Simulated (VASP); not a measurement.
C, 2 atoms in the cell. Symmetry: R-3m, No. 166, trigonal system. Conventional cell: a = 2.437 Å, b = 2.437 Å, c = 9.662 Å, α = 90.00°, β = 90.00°, γ = 120.00°. Within 1.9 Å of C (site symmetry 3m) lie 3 C at 1.41 Å.  This cell differs from its parent crystal: volume scaled by 0.94.

* Program: VASP 6.6.1
* Task: relaxation of shape and atoms at fixed volume
* Functional: PBE
* Dispersion: D3(BJ)
* Potentials or basis: VASP PAW PBE potentials, release 64 (C)
* Cutoff: 600 eV
* k mesh: 12 × 12 × 12
* Occupations: gaussian, width 0.02 eV
* Spin: no spin polarisation
* Dipole correction: no
* Further INCAR settings: ALGO = Normal; EDIFF = 1e-07; IBRION = 2; EDIFFG = -0.01; NSW = 50; ISIF = 4

Potentials or basis: VASP PAW PBE potentials, release 64 (C).

Run with:

```bash
$ cat potpaw_PBE.64/C/POTCAR > POTCAR
$ mpirun -np 1 vasp_std > vasp.out
```

Hardware: 1 thread of Intel(R) Xeon(R) 6975P-C (Granite Rapids), with other jobs on the host.

**Question.** Estimate the wall time of this run.

**Answer.** It took 51 s on 1 thread of Intel(R) Xeon(R) 6975P-C (Granite Rapids), with other jobs on the host, peak memory 0.17 GiB. Counts: scf iterations 27, k points 189, ion steps 3.
